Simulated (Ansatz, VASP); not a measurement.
## One calculation of Mg, two programs

File INCAR:

```
SYSTEM = Mg
PREC = Accurate ; ENCUT = 600
EDIFF = 1E-6 ; ISMEAR = -1
SIGMA = 0.02 ; LREAL = .FALSE.
LASPH = .TRUE. ; NELM = 120
ALGO = Normal ; ISIF = 2
LWAVE = .FALSE. ; LCHARG = .FALSE.
GGA = PE ; NBANDS = 9
GGA_COMPAT = .FALSE.
```

Contents of KPOINTS:

```
Automatic mesh
0
G
  4 4 2
  0 0 0
```

File POSCAR:

```
Mg
1.0
    3.2093000000      0.0000000000      0.0000000000
   -1.6046500000      2.7793353284      0.0000000000
    0.0000000000      0.0000000000      5.2103000000
Mg
2
Direct
    0.6666666667      0.3333333333      0.7500000000
    0.3333333333      0.6666666667      0.2500000000
```

File input.yaml:

```yaml
crystal:
  lattice:
    - [3.2093, 0.0, 0.0]
    - [-1.60465, 2.7793353284, 0.0]
    - [0.0, 0.0, 5.2103]
  atoms:
    - { symbol: Mg, position: [0.6666666667, 0.3333333333, 0.75] }
    - { symbol: Mg, position: [0.3333333333, 0.6666666667, 0.25] }
kpoints:
  mp_grid: { grid: [4, 4, 2] }
scf:
  occupations: { method: fermi_dirac, width: 0.02 }
hamiltonian:
  xc: pbe
  pseudopotentials: { kind: all_electron, lapw: { basis_error: 0.002 } }
output:
  forces: true
  stress: true
  eigenvalues: true
```

Alike in both runs: task single point; functional PBE; k mesh 4 × 4 × 2; occupations fermi-dirac, width 0.02 eV; no spin polarisation.

|  | VASP | Ansatz |
| --- | --- | --- |
| version | VASP 6.6.1 | Ansatz 0.2.0 |
| potentials or method | VASP PAW PBE potentials, release 64 (Mg), cutoff 600 eV | all-electron LAPW, scalar-relativistic |

VASP gave:

```
gap on the k mesh at the Fermi level (eV)                     : none
pressure (GPa)                                                : -0.8
traceless stress, the component that is largest in VASP (GPa) : -0.66
```

Q: Estimate Ansatz's values.

A: gap on the k mesh at the Fermi level (eV): none; pressure (GPa): -0.7; traceless stress, the component that is largest in VASP (GPa): -0.66.

A gap of «none» marks a metal or a gap that the smearing closes. Ansatz ran all-electron here, and VASP with PAW potentials.

The k mesh is coarse, so the values compare programs but aren't converged. Noted on Ansatz's run: the k mesh is thin for a metal, which can move the energy by tens of meV per atom.
